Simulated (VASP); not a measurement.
Write the native input for VASP 6.6.1 that does the following.

```yaml
Task: single point
Functional: PBE
Potentials_or_basis: VASP PAW PBE potentials, release 64 (Zn, S)
Cutoff: 520 eV
k_mesh: 10 × 10 × 10
Occupations: gaussian, width 0.05 eV
Spin: no spin polarisation
Dipole_correction: no
Further_INCAR_settings: ALGO = Normal; EDIFF = 1e-06; NBANDS = 16
```

The structure of ZnS lies in POSCAR:

```
ZnS
1.0
    0.0000000000      2.6235105000      2.6640802500
    2.6235105000      0.0000000000      2.6640802500
    2.6235105000      2.6235105000      0.0000000000
Zn S
1 1
Direct
    0.0000000000      0.0000000000      0.0000000000
    0.7500000000      0.7500000000      0.7500000000
```

This cell differs from its parent crystal: strain -0.030 along x and y, -0.015 along z.

One way to write it, as run:

INCAR

```
SYSTEM = ZnS
ALGO = Normal
EDIFF = 1E-6
ENCUT = 520
GGA = PE
ISIF = 2
ISMEAR = 0
LASPH = .TRUE.
LCHARG = .FALSE.
LREAL = .FALSE.
LWAVE = .FALSE.
NBANDS = 16
NELM = 60
PREC = Accurate
SIGMA = 0.05
```

KPOINTS

```
k-points
0
G
  10 10 10
  0 0 0
```

Potentials or basis: VASP PAW PBE potentials, release 64 (Zn, S).

Launch:

```bash
$ cat potpaw_PBE.64/Zn/POTCAR potpaw_PBE.64/S/POTCAR > POTCAR
$ mpirun -np 1 vasp_std > vasp.out
```

Results of the run:

The pressure is 8.3 GPa and the band gap on the k mesh is 2.42 eV, direct.

Caveat: the cell differs from its parent crystal (strain -0.030 along x and y, -0.015 along z).

Wall time 47 s on 1 thread of AMD EPYC 7R43 64-Core Processor (Zen 3), with other jobs on the host, peak memory 0.16 GiB.
